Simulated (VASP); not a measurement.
# TiSe2 (P-3m1) in VASP: a series of runs

Runs on TiSe2. Level: PBE+D3(BJ). Tasks: single point, relaxation of cell and atoms.

The COD entry that gives the cell may itself be a prediction, so a difference from it is no test against experiment.

Everything below comes from runs of VASP 6.6.1. Logs are shortened: lines on timing, memory, paths and dates and some standing lists are left out, and cuts for length are marked.

## Step 1: The cell of the first run

The structure is trigonal, space group P-3m1 (No. 164). The conventional cell has a = 3.479 Å, b = 3.479 Å, c = 5.873 Å, α = 90.00°, β = 90.00°, γ = 120.00°. Within 3.4 Å of Ti (site symmetry -3m) lie 6 Se at 2.54 Å. Within 3.4 Å of Se (site symmetry 3m) lie 3 Ti at 2.54 Å.

## Step 2: Single point, PBE+D3(BJ)

Input file INCAR:

```
  PREC = Accurate
  ENCUT = 500
  EDIFF = 1E-6
  ISMEAR = -1
  SIGMA = 0.15
  LREAL = F
  LASPH = T
  NELM = 120
  ALGO = Normal
  ISIF = 2
  LWAVE = F
  LCHARG = T
  GGA = PE
  IVDW = 12
  LELF = T
  LVHAR = T
  NBANDS = 19
  GGA_COMPAT = F
```

Input file KPOINTS:

```
Automatic mesh
0
Gamma
  15 15 8
```

Input file POSCAR:

```
TiSe2
1.0
    3.4791487567      0.0000000000      0.0000000000
   -1.7395743783      3.0130312068      0.0000000000
    0.0000000000      0.0000000000      5.8730627221
Ti Se
1 2
Direct
    0.0000000000      0.0000000000      0.0000000000
    0.3333333333      0.6666666667      0.2649714289
    0.6666666667      0.3333333333      0.7350285711
```

Potentials or basis: VASP PAW PBE potentials, release 64 (Ti_sv, Se).

Run with:

```console
cat potpaw_PBE.64/Ti_sv/POTCAR potpaw_PBE.64/Se/POTCAR > POTCAR
mpirun -np 1 vasp_std > vasp.out
```

OUTCAR:

```text
PREC = Accurate
   ENCUT = 500
   EDIFF = 1E-6
   ISMEAR = -1
   LREAL = F
   LASPH = T
   NELM = 120
   ISIF = 2
   GGA = PE
   IVDW = 12
 IVDW          = 12

 ion  position               nearest neighbor table
   1  0.000  0.000  0.000-   2 2.54   3 2.54   2 2.54   3 2.54   3 2.54   2 2.54
   2  0.333  0.667  0.265-   1 2.54   1 2.54   1 2.54
   3  0.667  0.333  0.735-   1 2.54   1 2.54   1 2.54

  LATTYP: Found a hexagonal cell.
 ALAT       =     3.4791487567
 C/A-ratio  =     1.6880746219

  Lattice vectors:

 A1 = (   3.4791487567,   0.0000000000,   0.0000000000)
 A2 = (  -1.7395743783,   3.0130312068,   0.0000000000)
 A3 = (   0.0000000000,   0.0000000000,   5.8730627221)

Analysis of symmetry for initial positions (statically):
=====================================================================
 Subroutine PRICEL returns:
 Original cell was already a primitive cell.

 Routine SETGRP: Setting up the symmetry group for a
 hexagonal supercell.

 Subroutine GETGRP returns: Found 12 space group operations
 (whereof 12 operations were pure point group operations)
 out of a pool of 24 trial point group operations.

The static configuration has the point symmetry D_3d.

Analysis of symmetry for dynamics (positions and initial velocities):
=====================================================================
 Subroutine PRICEL returns:
 Original cell was already a primitive cell.

 Routine SETGRP: Setting up the symmetry group for a
 hexagonal supercell.

 Subroutine GETGRP returns: Found 12 space group operations
 (whereof 12 operations were pure point group operations)
 out of a pool of 24 trial point group operations.

The dynamic configuration has the point symmetry D_3d.

 Subroutine INISYM returns: Found 12 space group operations
 (whereof 12 operations are pure point group operations),
 and found     1 'primitive' translations

----------------------------------------------------------------------------------------

                                     Primitive cell

  volume of cell :      61.5660

  direct lattice vectors                    reciprocal lattice vectors
     3.479148757  0.000000000  0.000000000     0.287426629  0.165945842  0.000000000
    -1.739574378  3.013031207  0.000000000     0.000000000  0.331891684  0.000000000
     0.000000000  0.000000000  5.873062722     0.000000000  0.000000000  0.170268912

  length of vectors
     3.479148757  3.479148757  5.873062722     0.331891684  0.331891684  0.170268912

  position of ions in fractional coordinates (direct lattice)
     0.000000000  0.000000000  0.000000000
     0.333333333  0.666666667  0.264971429
     0.666666667  0.333333333  0.735028571

  ion indices of the primitive-cell ions
   primitive index   ion index
                 1           1
                 2           2
                 3           3

----------------------------------------------------------------------------------------

 KPOINTS: Automatic mesh

Automatic generation of k-mesh.
 Grid dimensions read from file:
 generate k-points for:   15   15    8

 Generating k-lattice:

  Cartesian coordinates                     Fractional coordinates (reciprocal lattice)
     0.019161775  0.011063056  0.000000000     0.066666667  0.000000000  0.000000000
     0.000000000  0.022126112  0.000000000     0.000000000  0.066666667  0.000000000
     0.000000000  0.000000000  0.021283614     0.000000000  0.000000000  0.125000000

  Length of vectors
     0.022126112  0.022126112  0.021283614

  Shift w.r.t. Gamma in fractional coordinates (k-lattice)
     0.000000000  0.000000000  0.000000000

 Subroutine IBZKPT returns following result:
 ===========================================

 Found    192 irreducible k-points:

 Following reciprocal coordinates:
            Coordinates               Weight
  0.000000  0.000000  0.000000      1.000000
  0.066667  0.000000  0.000000      6.000000
  0.133333  0.000000  0.000000      6.000000
  0.200000  0.000000  0.000000      6.000000
  0.266667  0.000000  0.000000      6.000000
  0.333333  0.000000  0.000000      6.000000
[... 16 lines left out ...]
  0.333333  0.200000  0.000000     12.000000
  0.400000  0.200000  0.000000      6.000000
 [... further k-points ...]
   k-points           NKPTS =    192   k-points in BZ     NKDIM =    192   number of bands    NBANDS=     19
   number of dos      NEDOS =    301   number of ions     NIONS =      3
   total plane-waves  NPLWV =  37632
   dimension x,y,z NGX =    28 NGY =   28 NGZ =   48
   dimension x,y,z NGXF=    56 NGYF=   56 NGZF=   96
   ions per type =               1   2
   NGX,Y,Z   is equivalent  to a cutoff of  13.38, 13.38, 13.59 a.u.
   NGXF,Y,Z  is equivalent  to a cutoff of  26.76, 26.76, 27.17 a.u.
 SYSTEM =  unknown system
   PREC   = accura    normal or accurate (medium, high low for compatibility)
   ISTART =      0    job   : 0-new  1-cont  2-samecut
   ICHARG =      2    charge: 1-file 2-atom 10-const
   ISPIN  =      1    spin polarized calculation?
   LNONCOLLINEAR =      F non collinear calculations
   LSORBIT =      F    spin-orbit coupling
   LASPH  =      T    aspherical Exc in radial PAW
   ENCUT  =  500.0 eV  36.75 Ry    6.06 a.u.   6.34  6.34 10.71*2*pi/ulx,y,z
   NELM   =    120;   NELMIN=  2; NELMDL= -5     # of ELM steps
   EDIFF  = 0.1E-05   stopping-criterion for ELM
   LREAL  =      F    real-space projection
   EDIFFG = 0.1E-04   stopping-criterion for IOM
   NSW    =      0    number of steps for IOM
   IBRION =     -1    ionic relax: 0-MD 1-quasi-New 2-CG
   NFREE  =      0    steps in history (QN), initial steepest desc. (CG)
   ISIF   =      2    stress and relaxation
   ISYM   =      2    0-nonsym 1-usesym 2-fastsym
   POTIM  = 0.5000    time-step for ionic-motion
   TEBEG  =    0.0;   TEEND  =   0.0 temperature during run
   PSTRESS=    0.0 pullay stress
   NELECT =      24.0000    total number of electrons
   NUPDOWN=      -1.0000    fix difference up-down
   EMIN   =  10.00;   EMAX   =-10.00  energy-range for DOS
   EFERMI =   0.00;   METHOD = LEGACY
   ISMEAR =    -1;   SIGMA  =   0.15  broadening in eV -4-tet -1-fermi 0-gaus
   EFERMI_NEDOS =   21; number of points for ismear=-14 and -15
   IALGO  =     38    algorithm
   IMIX   =      4    mixing-type and parameters
     AMIX     =   0.40;   BMIX     =  1.00
     AMIX_MAG =   1.60;   BMIX_MAG =  1.00
  volume/ion in A,a.u.               =      20.52       138.49
  Fermi-wavevector in a.u.,A,eV,Ry     =   1.195909  2.259940 19.459032  1.430198
  Thomas-Fermi vector in A             =   2.331863
   LORBIT       =      0    0 simple, 1 ext, 2 COOP (PROOUT), +10 PAW based schemes
   GGA     = PE    functional components
   LHFCALC =     F    Hartree Fock is set to
   AEXX    =    0.0000 exact exchange contribution
   IVDW    =    12    specifies the selected vdW correction
   LEPSILON=     F    determine dielectric tensor
   LRPA    =     F    only Hartree local field effects (RPA)
 non-spin polarized calculation
  energy-cutoff  :      500.00
  volume of cell :       61.57
 maximum number of plane-waves:      1587
 NGX is ok and might be reduce to    28
   NGX = 13   NGY = 13   NGZ = 21

 number of electron      24.0000001 magnetization

 Free energy of the ion-electron system (eV)
  ---------------------------------------------------
  ext. energy  EPLUGINS =         0.00000000
  ---------------------------------------------------
  free energy    TOTEN  =       -18.15716324 eV

  energy without entropy =      -18.08147142  energy(sigma->0) =      -18.11931733

 E-fermi :   5.3236     XC(G=0): -10.3012

 val. band max:        5.3128086607   @ k =   0.0667   0.0000   0.1250
 cond. band min:       5.3304804865   @ k =   0.0667   0.0000   0.5000
 fundamental gap:      0.0176718258
 Fermi energy:         5.3235994159

 k-point     1 :       0.0000    0.0000    0.0000
  band No.  band energies     occupation
      1     -52.1087      2.00000
      2     -28.3411      2.00000
      3     -28.3298      2.00000
      4     -28.3298      2.00000
      5      -8.8305      2.00000
      6      -7.2285      2.00000
[... 11 lines left out ...]
     18      11.1147      0.00000
     19      11.5349      0.00000

 k-point     2 :       0.0667    0.0000    0.0000
  band No.  band energies     occupation
      1     -52.1083      2.00000
      2     -28.3401      2.00000
      3     -28.3344      2.00000
      4     -28.3308      2.00000
      5      -8.7789      2.00000
      6      -7.2101      2.00000
[... 11 lines left out ...]
     18      11.5093      0.00000
     19      11.8405      0.00000

 k-point     3 :       0.1333    0.0000    0.0000
  band No.  band energies     occupation
      1     -52.1072      2.00000
      2     -28.3473      2.00000
      3     -28.3372      2.00000
      4     -28.3338      2.00000
      5      -8.6275      2.00000
      6      -7.1580      2.00000
[... 11 lines left out ...]
     18      12.2445      0.00000
     19      12.5670      0.00000

 k-point     4 :       0.2000    0.0000    0.0000
  band No.  band energies     occupation
      1     -52.1055      2.00000
      2     -28.3663      2.00000
      3     -28.3381      2.00000
      4     -28.3330      2.00000
      5      -8.3879      2.00000
      6      -7.0814      2.00000
[... 407 lines left out ...]
     18      11.9377      0.00000
     19      13.8655      0.00000

 k-point    23 :       0.3333    0.2000    0.0000
  band No.  band energies     occupation
      1     -52.0990      2.00000
      2     -28.4196      2.00000
      3     -28.3741      2.00000
      4     -28.3169      2.00000
      5      -7.1232      2.00000
      6      -6.8530      2.00000
[... 11 lines left out ...]
     18      11.5617      0.00000
     19      13.7480      0.00000

 k-point    24 :       0.4000    0.2000    0.0000
  band No.  band energies     occupation
      1     -52.0986      2.00000
      2     -28.4216      2.00000
      3     -28.3765      2.00000
      4     -28.3161      2.00000
      5      -6.9883      2.00000
      6      -6.8957      2.00000
[... 11 lines left out ...]
     18      11.4454      0.00000
     19      13.6940      0.00000

 [... further k-points ...]

------------------------ aborting loop because EDIFF is reached ----------------------------------------

 Edisp (eV)   -1.35147

 E8    (eV) :    -0.5862

  FORCE on cell =-STRESS in cart. coord.  units (eV):
  Direction    XX          YY          ZZ          XY          YZ          ZX
  --------------------------------------------------------------------------------------
  -------------------------------------------------------------------------------------
  Total       0.03207     0.03207     0.04479     0.00000     0.00000     0.00000
  in kB       0.83457     0.83457     1.16551     0.00000     0.00000     0.00000
  external pressure =        0.94 kB  Pullay stress =        0.00 kB

 VOLUME and BASIS-vectors are now :
 -----------------------------------------------------------------------------
  energy-cutoff  :      500.00
  volume of cell :       61.57
      direct lattice vectors                 reciprocal lattice vectors
     3.479148757  0.000000000  0.000000000     0.287426629  0.165945842  0.000000000
    -1.739574378  3.013031207  0.000000000     0.000000000  0.331891684  0.000000000
     0.000000000  0.000000000  5.873062722     0.000000000  0.000000000  0.170268912

 POSITION                                       TOTAL-FORCE (eV/Angst)
 -----------------------------------------------------------------------------------
      0.00000      0.00000      0.00000        -0.000000      0.000000     -0.000000
     -0.00000      2.00869      1.55619         0.000000     -0.000000      0.018597
      1.73957      1.00434      4.31687        -0.000000      0.000000     -0.018597
 -----------------------------------------------------------------------------------
    total drift:                                0.000000      0.000000      0.000000

  FREE ENERGIE OF THE ION-ELECTRON SYSTEM (eV)
  ---------------------------------------------------
  free  energy   TOTEN  =       -19.5086347807 eV

  energy  without entropy=      -19.4329429621  energy(sigma->0) =      -19.47078887
```

Wall time 1.7 min (1 thread of Intel Xeon 6975P-C (Granite Rapids), shared host); peak memory 0.35 GiB.

What came out:

```yaml
Free_energy: -19.5086 eV
Pressure: 0.1 GPa
Largest_force: 0.019 eV/Å
Band_gap_on_the_k_mesh: zero (band 12 reaches 5.92 eV, above the bottom of band 13 at 5.16 eV)
Dispersion_energy_per_atom: -0.450 eV
```

Forces on the atoms (eV/Å):
```
Ti   0.000  0.000  0.000
Se   0.000  0.000  0.019
Se   0.000  0.000 -0.019
```

Caveat: pairwise dispersion overbinds metals, which lowers pressure and volume.

## Step 3: Relaxation of cell and atoms, PBE+D3(BJ)

Input file INCAR:

```
SYSTEM = TiSe2
PREC = Accurate ; ENCUT = 500
EDIFF = 1E-7 ; ISMEAR = -1
SIGMA = 0.15 ; LREAL = .FALSE.
LASPH = .TRUE. ; NELM = 120
ALGO = Normal ; ISIF = 3
LWAVE = .FALSE. ; LCHARG = .FALSE.
GGA = PE ; IVDW = 12
IBRION = 2 ; NSW = 80
EDIFFG = -0.001 ; GGA_COMPAT = .FALSE.
NELMIN = 4
```

Input file KPOINTS:

```
Automatic mesh
0
G
  15 15 8
  0 0 0
```

Input file POSCAR:

```
TiSe2
1.0
    3.4807141342      0.0000000000      0.0000000000
   -1.7403570671      3.0143868635      0.0000000000
    0.0000000000      0.0000000000      5.8731574659
Ti Se
1 2
Direct
    0.0000000000      0.0000000000      0.0000000000
    0.3333333333      0.6666666667      0.2646669995
    0.6666666667      0.3333333333      0.7353330005
```

Potentials or basis: VASP PAW PBE potentials, release 64 (Ti_sv, Se).

Run with:

```console
cat potpaw_PBE.64/Ti_sv/POTCAR potpaw_PBE.64/Se/POTCAR > POTCAR
mpirun -np 1 vasp_std > vasp.out
```

Run time: 11 min. Hardware: 1 thread of Intel Xeon 6975P-C (Granite Rapids), shared host; peak memory 0.35 GiB.

The run converged. Its results:

* Free energy: -19.5087 eV
* Relaxed volume: 20.53 Å³/atom
* Relaxed cell: a = 3.480 Å, b = 3.480 Å, c = 5.873 Å, α = 90.00°, β = 90.00°, γ = 120.00°
* Space group after relaxing (to 0.05 Å): P-3m1 (No. 164)
* Energy gained by relaxing: 0.0 meV/atom
* Ionic steps: 15
* Pressure after relaxing: 0.0 GPa
* Band gap on the k mesh: zero (band 12 reaches 5.92 eV, above the bottom of band 13 at 5.16 eV)
* Dispersion energy per atom: -0.450 eV

Final structure:
```
CELL_PARAMETERS angstrom
3.47980 0.00000 0.00000
-1.73990 3.01359 0.00000
0.00000 0.00000 5.87301
ATOMIC_POSITIONS crystal
Ti 0.00000 0.00000 0.00000
Se 0.33333 0.66667 0.26520
Se 0.66667 0.33333 0.73480
```

Levels at points of the mesh, in eV from the Fermi level:
```tsv
k point	band 9	band 10	band 11	band 12	band 13	band 14	band 15	band 16
(0.00, 0.00, 0.00)	-2.16	0.41	0.60	0.60	0.64	0.68	0.68	3.36
(0.00, 0.00, 0.50)	-2.08	-2.08	0.36	0.36	0.58	0.58	1.35	3.81
```

Caveat: pairwise dispersion overbinds metals, which lowers pressure and volume.
